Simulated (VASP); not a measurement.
# NiGe (Fd-3m) in VASP: a series of runs

The runs below take NiGe through single point, relaxation of cell and atoms, with r2SCAN.

Program: VASP 6.6.1. These are calculated values, not measurements. Logs are shortened: lines on timing, memory, paths and dates and some standing lists are left out, and cuts for length are marked.

## Step 1: The cell of the first run

The structure is cubic, space group Fd-3m (No. 227). The conventional cell has a = 5.952 Å, b = 5.952 Å, c = 5.952 Å, α = 90.00°, β = 90.00°, γ = 90.00°. Ni (site symmetry -43m) has 4 Ni at 2.58 Å and 10 Ge at 2.58 to 2.98 Å within 3.4 Å. Within 3.4 Å of Ge (site symmetry -43m) lie 10 Ni at 2.58 to 2.98 Å and 4 Ge at 2.58 Å.

## Step 2: Single point, r2SCAN

POSCAR reads:

```
NiGe
1.0
    0.0000000000      2.9762328359      2.9762328359
    2.9762328359      0.0000000000      2.9762328359
    2.9762328359      2.9762328359      0.0000000000
Ni Ge
2 2
Direct
    0.5000000000      0.5000000000      0.5000000000
    0.7500000000      0.7500000000      0.7500000000
    0.0000000000      0.0000000000      0.0000000000
    0.2500000000      0.2500000000      0.2500000000
```

INCAR.step1 reads:

```
SYSTEM = NiGe
PREC = Accurate
ENCUT = 520
ISMEAR = 0
SIGMA = 0.1
LREAL = .FALSE.
LASPH = .TRUE.
NELM = 60
NBANDS = 32
GGA = PE
ALGO = Normal
EDIFF = 1E-4
LWAVE = .TRUE.
LCHARG = .FALSE.
```

INCAR.step2 reads:

```
SYSTEM = NiGe
PREC = Accurate
ENCUT = 520
EDIFF = 1E-7
ISMEAR = 0
SIGMA = 0.1
LREAL = .FALSE.
LASPH = .TRUE.
NELM = 60
ALGO = Normal
ISIF = 2
LWAVE = .FALSE.
LCHARG = .FALSE.
METAGGA = R2SCAN
LMIXTAU = .TRUE.
NBANDS = 32
ISTART = 1
```

KPOINTS reads:

```
regular mesh
0
G
  6 6 6
  0 0 0
```

Potentials or basis: VASP PAW PBE potentials, release 64 (Ni, Ge_d).

Started as:

```console
cat potpaw_PBE.64/Ni/POTCAR potpaw_PBE.64/Ge_d/POTCAR > POTCAR
cp INCAR.step1 INCAR
mpirun -np 1 vasp_std > vasp.out
cp INCAR.step2 INCAR
mpirun -np 1 vasp_std > vasp.out
```

OUTCAR:

```text
SYSTEM = NiGe
   PREC = Accurate
   ENCUT = 520
   EDIFF = 1E-7
   ISMEAR = 0
   LREAL = .FALSE.
   LASPH = .TRUE.
   NELM = 60
   ISIF = 2
   METAGGA = R2SCAN
   ISTART = 1

 ion  position               nearest neighbor table
   1  0.500  0.500  0.500-   2 2.58   4 2.58   4 2.58   4 2.58   4 2.58   2 2.58   2 2.58   2 2.58
                             3 2.98   3 2.98   3 2.98   3 2.98   3 2.98   3 2.98
   2  0.750  0.750  0.750-   1 2.58   3 2.58   1 2.58   1 2.58   1 2.58   3 2.58   3 2.58   3 2.58
                             4 2.98   4 2.98   4 2.98   4 2.98   4 2.98   4 2.98
   3  0.000  0.000  0.000-   2 2.58   4 2.58   2 2.58   2 2.58   2 2.58   4 2.58   4 2.58   4 2.58
                             1 2.98   1 2.98   1 2.98   1 2.98   1 2.98   1 2.98
   4  0.250  0.250  0.250-   1 2.58   3 2.58   3 2.58   3 2.58   3 2.58   1 2.58   1 2.58   1 2.58
                             2 2.98   2 2.98   2 2.98   2 2.98   2 2.98   2 2.98

  LATTYP: Found a face centered cubic cell.
 ALAT       =     5.9524656718

  Lattice vectors:

 A1 = (   0.0000000000,   2.9762328359,   2.9762328359)
 A2 = (   2.9762328359,   0.0000000000,   2.9762328359)
 A3 = (   2.9762328359,   2.9762328359,   0.0000000000)

Analysis of symmetry for initial positions (statically):
=====================================================================
 Subroutine PRICEL returns:
 Original cell was already a primitive cell.

 Routine SETGRP: Setting up the symmetry group for a
 face centered cubic supercell.

 Subroutine GETGRP returns: Found 48 space group operations
 (whereof 24 operations were pure point group operations)
 out of a pool of 48 trial point group operations.

The static configuration has the point symmetry T_d .
 The point group associated with its full space group is O_h .

Analysis of symmetry for dynamics (positions and initial velocities):
=====================================================================
 Subroutine PRICEL returns:
 Original cell was already a primitive cell.

 Routine SETGRP: Setting up the symmetry group for a
 face centered cubic supercell.

 Subroutine GETGRP returns: Found 48 space group operations
 (whereof 24 operations were pure point group operations)
 out of a pool of 48 trial point group operations.

The dynamic configuration has the point symmetry T_d .
 The point group associated with its full space group is O_h .

 Subroutine INISYM returns: Found 48 space group operations
 (whereof 24 operations are pure point group operations),
 and found     1 'primitive' translations

----------------------------------------------------------------------------------------

                                     Primitive cell

  volume of cell :      52.7267

  direct lattice vectors                    reciprocal lattice vectors
     0.000000000  2.976232836  2.976232836    -0.167997609  0.167997609  0.167997609
     2.976232836  0.000000000  2.976232836     0.167997609 -0.167997609  0.167997609
     2.976232836  2.976232836  0.000000000     0.167997609  0.167997609 -0.167997609

  length of vectors
     4.209028841  4.209028841  4.209028841     0.290980394  0.290980394  0.290980394

  position of ions in fractional coordinates (direct lattice)
     0.500000000  0.500000000  0.500000000
     0.750000000  0.750000000  0.750000000
     0.000000000  0.000000000  0.000000000
     0.250000000  0.250000000  0.250000000

  ion indices of the primitive-cell ions
   primitive index   ion index
                 1           1
                 2           2
                 3           3
                 4           4

----------------------------------------------------------------------------------------

 KPOINTS: regular mesh

Automatic generation of k-mesh.
 Grid dimensions read from file:
 generate k-points for:    6    6    6

 Generating k-lattice:

  Cartesian coordinates                     Fractional coordinates (reciprocal lattice)
    -0.027999601  0.027999601  0.027999601     0.166666667  0.000000000  0.000000000
     0.027999601 -0.027999601  0.027999601     0.000000000  0.166666667  0.000000000
     0.027999601  0.027999601 -0.027999601     0.000000000  0.000000000  0.166666667

  Length of vectors
     0.048496732  0.048496732  0.048496732

  Shift w.r.t. Gamma in fractional coordinates (k-lattice)
     0.000000000  0.000000000  0.000000000

 Subroutine IBZKPT returns following result:
 ===========================================

 Found     16 irreducible k-points:

 Following reciprocal coordinates:
            Coordinates               Weight
  0.000000  0.000000  0.000000      1.000000
  0.166667  0.000000  0.000000      8.000000
  0.333333  0.000000  0.000000      8.000000
  0.500000  0.000000  0.000000      4.000000
  0.166667  0.166667  0.000000      6.000000
  0.333333  0.166667  0.000000     24.000000
[... 8 lines left out ...]
 -0.333333  0.333333  0.166667     24.000000
 -0.333333  0.500000  0.166667     12.000000
   k-points           NKPTS =     16   k-points in BZ     NKDIM =     16   number of bands    NBANDS=     32
   number of dos      NEDOS =    301   number of ions     NIONS =      4
   total plane-waves  NPLWV =  32768
   dimension x,y,z NGX =    32 NGY =   32 NGZ =   32
   dimension x,y,z NGXF=    64 NGYF=   64 NGZF=   64
   ions per type =               2   2
   NGX,Y,Z   is equivalent  to a cutoff of  12.64, 12.64, 12.64 a.u.
   NGXF,Y,Z  is equivalent  to a cutoff of  25.28, 25.28, 25.28 a.u.
 SYSTEM =  NiGe
   PREC   = accura    normal or accurate (medium, high low for compatibility)
   ISTART =      1    job   : 0-new  1-cont  2-samecut
   ICHARG =      0    charge: 1-file 2-atom 10-const
   ISPIN  =      1    spin polarized calculation?
   LNONCOLLINEAR =      F non collinear calculations
   LSORBIT =      F    spin-orbit coupling
   LASPH  =      T    aspherical Exc in radial PAW
   ENCUT  =  520.0 eV  38.22 Ry    6.18 a.u.   7.83  7.83  7.83*2*pi/ulx,y,z
   NELM   =     60;   NELMIN=  2; NELMDL=  0     # of ELM steps
   EDIFF  = 0.1E-06   stopping-criterion for ELM
   LREAL  =      F    real-space projection
   EDIFFG = 0.1E-05   stopping-criterion for IOM
   NSW    =      0    number of steps for IOM
   IBRION =     -1    ionic relax: 0-MD 1-quasi-New 2-CG
   NFREE  =      0    steps in history (QN), initial steepest desc. (CG)
   ISIF   =      2    stress and relaxation
   ISYM   =      2    0-nonsym 1-usesym 2-fastsym
   POTIM  = 0.5000    time-step for ionic-motion
   TEBEG  =    0.0;   TEEND  =   0.0 temperature during run
   PSTRESS=    0.0 pullay stress
   NELECT =      48.0000    total number of electrons
   NUPDOWN=      -1.0000    fix difference up-down
   EMIN   =  10.00;   EMAX   =-10.00  energy-range for DOS
   EFERMI =   0.00;   METHOD = LEGACY
   ISMEAR =     0;   SIGMA  =   0.10  broadening in eV -4-tet -1-fermi 0-gaus
   EFERMI_NEDOS =   21; number of points for ismear=-14 and -15
   IALGO  =     38    algorithm
   IMIX   =      4    mixing-type and parameters
     AMIX     =   0.40;   BMIX     =  1.00
     AMIX_MAG =   1.60;   BMIX_MAG =  1.00
  volume/ion in A,a.u.               =      13.18        88.95
  Fermi-wavevector in a.u.,A,eV,Ry     =   1.586640  2.998314 34.251658  2.517426
  Thomas-Fermi vector in A             =   2.685920
   LORBIT       =      0    0 simple, 1 ext, 2 COOP (PROOUT), +10 PAW based schemes
   METAGGA = R2SCAN    functional components
   LHFCALC =     F    Hartree Fock is set to
   AEXX    =    0.0000 exact exchange contribution
   IVDW    =     0    specifies the selected vdW correction
   LEPSILON=     F    determine dielectric tensor
   LRPA    =     F    only Hartree local field effects (RPA)
 non-spin polarized calculation
 Gauss-broadening in eV      SIGMA  =   0.10
  energy-cutoff  :      520.00
  volume of cell :       52.73
 maximum number of plane-waves:      1435
   NGX = 15   NGY = 15   NGZ = 15

 number of electron      48.0000038 magnetization

 Free energy of the ion-electron system (eV)
  ---------------------------------------------------
  ext. energy  EPLUGINS =         0.00000000
  ---------------------------------------------------
  free energy    TOTEN  =       -50.51850697 eV

  energy without entropy =      -50.50880175  energy(sigma->0) =      -50.51365436

 E-fermi :   9.3104     XC(G=0): -13.9432

 val. band max:        9.2924559755   @ k =  -0.1667   0.1667   0.0000
 cond. band min:       9.3694614735   @ k =  -0.3333   0.3333   0.0000
 fundamental gap:      0.0770054980
 Fermi energy:         9.3104434343

 k-point     1 :       0.0000    0.0000    0.0000
  band No.  band energies     occupation
      1     -16.5760      2.00000
      2     -16.5760      2.00000
      3     -16.5760      2.00000
      4     -16.5444      2.00000
      5     -16.5444      2.00000
      6     -16.4026      2.00000
[... 24 lines left out ...]
     31      15.0240      0.00000
     32      15.0240      0.00000

 k-point     2 :       0.1667    0.0000    0.0000
  band No.  band energies     occupation
      1     -16.5845      2.00000
      2     -16.5845      2.00000
      3     -16.5737      2.00000
      4     -16.5319      2.00000
      5     -16.5319      2.00000
      6     -16.4089      2.00000
[... 24 lines left out ...]
     31      14.6626      0.00000
     32      16.0804      0.00000

 k-point     3 :       0.3333    0.0000    0.0000
  band No.  band energies     occupation
      1     -16.5925      2.00000
      2     -16.5925      2.00000
      3     -16.5685      2.00000
      4     -16.5176      2.00000
      5     -16.5176      2.00000
      6     -16.4142      2.00000
[... 24 lines left out ...]
     31      15.8554      0.00000
     32      19.4150      0.00000

 k-point     4 :       0.5000    0.0000    0.0000
  band No.  band energies     occupation
      1     -16.5947      2.00000
      2     -16.5947      2.00000
      3     -16.5656      2.00000
      4     -16.5135      2.00000
      5     -16.5135      2.00000
      6     -16.4149      2.00000
[... 374 lines left out ...]
     31      18.0817      0.00000
     32      19.4405      0.00000

 k-point    15 :      -0.3333    0.3333    0.1667
  band No.  band energies     occupation
      1     -16.6137      2.00000
      2     -16.6056      2.00000
      3     -16.5323      2.00000
      4     -16.4907      2.00000
      5     -16.4735      2.00000
      6     -16.4726      2.00000
[... 24 lines left out ...]
     31      18.4814      0.00000
     32      18.6789      0.00000

 k-point    16 :      -0.3333    0.5000    0.1667
  band No.  band energies     occupation
      1     -16.6101      2.00000
      2     -16.6101      2.00000
      3     -16.5175      2.00000
      4     -16.5175      2.00000
      5     -16.4628      2.00000
      6     -16.4628      2.00000
[... 24 lines left out ...]
     31      19.2727      0.00000
     32      19.2727      0.00000

------------------------ aborting loop because EDIFF is reached ----------------------------------------

  FORCE on cell =-STRESS in cart. coord.  units (eV):
  Direction    XX          YY          ZZ          XY          YZ          ZX
  --------------------------------------------------------------------------------------
  -------------------------------------------------------------------------------------
  Total        0.0252231      0.0252231      0.0252231      0.0000000      0.0000000     -0.0000000
  in kB        0.7664408      0.7664408      0.7664408      0.0000000      0.0000000     -0.0000000
  external PRESSURE =       0.7664408 kB  Pullay stress =       0.0000000 kB

 VOLUME and BASIS-vectors are now :
 -----------------------------------------------------------------------------
  energy-cutoff  :      520.00
  volume of cell :       52.73
      direct lattice vectors                 reciprocal lattice vectors
     0.000000000  2.976232836  2.976232836    -0.167997609  0.167997609  0.167997609
     2.976232836  0.000000000  2.976232836     0.167997609 -0.167997609  0.167997609
     2.976232836  2.976232836  0.000000000     0.167997609  0.167997609 -0.167997609

 POSITION                                       TOTAL-FORCE (eV/Angst)
 -----------------------------------------------------------------------------------
      2.97623      2.97623      2.97623         0.000000      0.000000      0.000000
      4.46435      4.46435      4.46435        -0.000000     -0.000000     -0.000000
      0.00000      0.00000      0.00000         0.000000      0.000000      0.000000
      1.48812      1.48812      1.48812        -0.000000     -0.000000     -0.000000
 -----------------------------------------------------------------------------------
    total drift:                                0.000000     -0.000000      0.000000

  FREE ENERGIE OF THE ION-ELECTRON SYSTEM (eV)
  ---------------------------------------------------
  free  energy   TOTEN  =       -50.5185069701 eV

  energy  without entropy=      -50.5088017490  energy(sigma->0) =      -50.51365436
```

It took 48 s on 1 thread of Intel Xeon 6975P-C (Granite Rapids), shared host; peak memory 0.18 GiB.

Results:

| Property | Result |
| --- | --- |
| Free energy | -50.5185 eV |
| Pressure | 0.1 GPa |
| Band gap on the k mesh | zero (band 24 reaches 9.95 eV, above the bottom of band 25 at 9.14 eV) |

Caveat: the PAW data sets were made with another functional, which shifts forces and pressure a little. Spin polarisation is off, so any magnetic state and its effect on volume and gap are missing.

## Step 3: Relaxation of cell and atoms, r2SCAN

This run uses another cell than the first one, of 13.91 Å³/atom, 1.055 times its volume.

POSCAR reads:

```
NiGe
1.0
    0.0000000000      3.0297704298      3.0297704298
    3.0297704298      0.0000000000      3.0297704298
    3.0297704298      3.0297704298      0.0000000000
Ni Ge
2 2
Direct
    0.5000000000      0.5000000000      0.5000000000
    0.7500000000      0.7500000000      0.7500000000
    0.0000000000      0.0000000000      0.0000000000
    0.2500000000      0.2500000000      0.2500000000
```

INCAR.step1 reads:

```
  ALGO = Normal
  EDIFF = 1E-4
  ENCUT = 600
  GGA = PE
  ISMEAR = 0
  LASPH = T
  LCHARG = F
  LREAL = F
  LWAVE = T
  NELM = 80
  PREC = Accurate
  SIGMA = 0.1
```

INCAR.step2 reads:

```
  ALGO = Normal
  EDIFF = 1E-7
  EDIFFG = -0.04
  ENCUT = 600
  IBRION = 2
  ISIF = 3
  ISMEAR = 0
  ISTART = 1
  LASPH = T
  LCHARG = F
  LMIXTAU = T
  LREAL = F
  LWAVE = F
  METAGGA = R2SCAN
  NELM = 80
  NSW = 90
  PREC = Accurate
  SIGMA = 0.1
```

KPOINTS reads:

```
k-points
0
Gamma
  6 6 6
```

Potentials or basis: VASP PAW PBE potentials, release 64 (Ni, Ge_d).

Started as:

```console
cat potpaw_PBE.64/Ni/POTCAR potpaw_PBE.64/Ge_d/POTCAR > POTCAR
cp INCAR.step1 INCAR
mpirun -np 1 vasp_std > vasp.out
cp INCAR.step2 INCAR
mpirun -np 1 vasp_std > vasp.out
```

Wall time 3.5 min (1 thread of Intel Xeon 6975P-C (Granite Rapids), shared host); peak memory 0.24 GiB.

Results (log left out):

```
Free energy                            : -50.5214 eV
Relaxed volume                         : 13.18 Å³/atom
Relaxed cell                           : a = 4.209 Å, b = 4.209 Å, c = 4.209 Å, α = 60.00°, β = 60.00°, γ = 60.00°
Space group after relaxing (to 0.05 Å) : Fd-3m (No. 227)
Energy gained by relaxing              : 15.5 meV/atom
Ionic steps                            : 3
Pressure after relaxing                : 0.0 GPa
Band gap on the k mesh                 : zero (band 24 reaches 9.95 eV, above the bottom of band 25 at 9.15 eV)
```

The path:
```
step  energy change (eV)  largest force (eV/Å)  pressure (GPa)  volume (Å³)
   1              0.0000                0.0000           -6.47        55.62
   2             -0.0430                0.0000            4.22        51.23
   3             -0.0620                0.0000            0.01        52.71
```

Final structure:
```
Ni Ge
1.0
     0.00000    2.97601    2.97601
     2.97601    0.00000    2.97601
     2.97601    2.97601    0.00000
Ni Ge
2 2
Direct
  0.50000 0.50000 0.50000
  0.75000 0.75000 0.75000
  0.00000 0.00000 0.00000
  0.25000 0.25000 0.25000
```

Levels at points of the mesh, in eV from the Fermi level:
```
           k point  band 21  band 22  band 23  band 24  band 25  band 26  band 27  band 28
(0.00, 0.00, 0.00)    -1.05    -1.05     0.38     0.38     0.38     2.29     2.39     2.39
(0.50, 0.00, 0.00)    -1.32    -1.32    -0.71     0.64     0.64     1.03     1.03     4.37
(0.50, 0.50, 0.00)    -1.31    -1.31    -1.28    -1.28     0.30     0.30     7.51     7.51
```

Caveat: the PAW data sets were made with another functional, which shifts forces and pressure a little. Spin polarisation is off, so any magnetic state and its effect on volume and gap are missing.

## Step 4: Single point, r2SCAN

POSCAR reads:

```
NiGe
1.0
    0.0000000000      2.9765865652      2.9765865652
    2.9765865652      0.0000000000      2.9765865652
    2.9765865652      2.9765865652      0.0000000000
Ni Ge
2 2
Direct
    0.0000000000      0.0000000000      0.0000000000
    0.2500000000      0.2500000000      0.2500000000
    0.5000000000      0.5000000000      0.5000000000
    0.7500000000      0.7500000000      0.7500000000
```

INCAR.step1 reads:

```
  PREC = Accurate
  ENCUT = 520
  ISMEAR = 0
  SIGMA = 0.1
  LREAL = False
  LASPH = True
  NELM = 60
  NBANDS = 32
  GGA = PE
  ALGO = Normal
  EDIFF = 1E-4
  LWAVE = True
  LCHARG = False
```

INCAR.step2 reads:

```
  PREC = Accurate
  ENCUT = 520
  EDIFF = 1E-6
  ISMEAR = 0
  SIGMA = 0.1
  LREAL = False
  LASPH = True
  NELM = 60
  ALGO = Normal
  ISIF = 2
  LWAVE = False
  LCHARG = False
  METAGGA = R2SCAN
  LMIXTAU = True
  NBANDS = 32
  ISTART = 1
```

KPOINTS reads:

```
Automatic mesh
0
Gamma
  14 14 14
```

Started as:

```console
cat potpaw_PBE.64/Ni/POTCAR potpaw_PBE.64/Ge_d/POTCAR > POTCAR
cp INCAR.step1 INCAR
mpirun -np 1 vasp_std > vasp.out
cp INCAR.step2 INCAR
mpirun -np 1 vasp_std > vasp.out
```

It took 4 min on 1 thread of Intel Xeon 6975P-C (Granite Rapids), shared host; peak memory 0.28 GiB.

Results (log left out):

```yaml
Free_energy: -50.4926 eV
Pressure: 0.0 GPa
Band_gap_on_the_k_mesh: zero (band 24 reaches 9.96 eV, above the bottom of band 25 at 9.06 eV)
```

Levels at points of the mesh, in eV from the Fermi level:
```csv
k point,band 21,band 22,band 23,band 24,band 25,band 26,band 27,band 28
"(0.00, 0.00, 0.00)",-1.17,-1.17,0.23,0.23,0.23,2.14,2.25,2.25
"(0.50, 0.00, 0.00)",-1.44,-1.44,-0.84,0.51,0.51,0.89,0.89,4.22
"(0.50, 0.50, 0.00)",-1.43,-1.43,-1.41,-1.41,0.16,0.16,7.36,7.36
```

Caveat: the PAW data sets were made with another functional, which shifts forces and pressure a little. Spin polarisation is off, so any magnetic state and its effect on volume and gap are missing.

## Step 5: The runs side by side

```csv
task,cell,k mesh,cutoff (eV),gap on the mesh (eV),pressure (GPa)
single point,"a = 4.209 Å, angles 60.0°, 4 atoms",6 × 6 × 6,520,none,0.1
relaxation of cell and atoms,"relaxed from a = 4.285 Å, angles 60.0°, 4 atoms",6 × 6 × 6,600,none,0.0
single point,"a = 4.210 Å, angles 60.0°, 4 atoms",14 × 14 × 14,520,none,0.0
```

Alike in all rows: level r2SCAN; potentials or basis VASP PAW PBE potentials, release 64 (Ni, Ge_d); no spin polarisation; smearing gaussian 0.1 eV.

Caveats: the PAW data sets were made with another functional, which shifts forces and pressure a little.

Total energies depend on the potentials used, so only differences within one code and one set of settings carry meaning.
